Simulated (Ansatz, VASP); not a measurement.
**ZrH in VASP and in Ansatz**

POSCAR

```
ZrH
1.0
   -1.6439080000      1.6439080000      2.5043990000
    1.6439080000     -1.6439080000      2.5043990000
    1.6439080000      1.6439080000     -2.5043990000
Zr H
1 1
Direct
    0.0000000000      0.0000000000      0.0000000000
    0.7500000000      0.2500000000      0.5000000000
```

The input INCAR.step1:

```
SYSTEM = ZrH
  PREC = Accurate
  ENCUT = 520
  ISMEAR = 0
  SIGMA = 0.05
  LREAL = .False.
  LASPH = .True.
  NELM = 100
  NBANDS = 14
  GGA = PE
  ALGO = Normal
  EDIFF = 1E-4
  LWAVE = .True.
  LCHARG = .False.
```

File INCAR.step2:

```
SYSTEM = ZrH
  PREC = Accurate
  ENCUT = 520
  EDIFF = 1E-6
  ISMEAR = 0
  SIGMA = 0.05
  LREAL = .False.
  LASPH = .True.
  NELM = 100
  ALGO = Normal
  ISIF = 2
  LWAVE = .False.
  LCHARG = .False.
  METAGGA = R2SCAN
  LMIXTAU = .True.
  NBANDS = 14
  ISTART = 1
```

File KPOINTS:

```
Automatic mesh
0
Gamma
  16 16 16
  0 0 0
```

Input for Ansatz:

```yaml
crystal:
  lattice:
    - [-1.643908, 1.643908, 2.504399]
    - [1.643908, -1.643908, 2.504399]
    - [1.643908, 1.643908, -2.504399]
  atoms:
    - { symbol: Zr, position: [0.0, 0.0, 0.0] }
    - { symbol: H, position: [0.75, 0.25, 0.5] }
basis:
  ecutwfc: 500
kpoints:
  mp_grid: { grid: [16, 16, 16] }
hamiltonian:
  xc: r2scan
  pseudopotentials: { kind: paw }
scf:
  occupations: { method: gaussian, width: 0.05 }
output:
  forces: true
  eigenvalues: true
  eigenstates:
    nscf_kmesh: { grid: [24, 24, 24] }
    top_band: c6
    de_dk: true
    localisation: true
  stress: true
checkpoint:
  write: ck
  compress: false
  write_wavefunctions: false
  write_every: 100000
```

Alike in both runs: task single point; functional r2SCAN; k mesh 16 × 16 × 16; occupations gaussian, width 0.05 eV; no spin polarisation.

```csv
,VASP,Ansatz
version,VASP 6.6.1,Ansatz 0.2.0
potentials or method,"VASP PAW PBE potentials, release 64 (Zr_sv, H), cutoff 520 eV","scalar-relativistic, plane waves, PAW"
valence electrons in the cell,13,13
```

|  | VASP | Ansatz | Ansatz less VASP |
| --- | --- | --- | --- |
| pressure (GPa) | -1.3 | -1.3 | +0.04 |
| traceless stress, the component that is largest in VASP (GPa) | -0.94 | -0.92 | +0.018 |

VASP's potentials were made for PBE, not for r2SCAN.
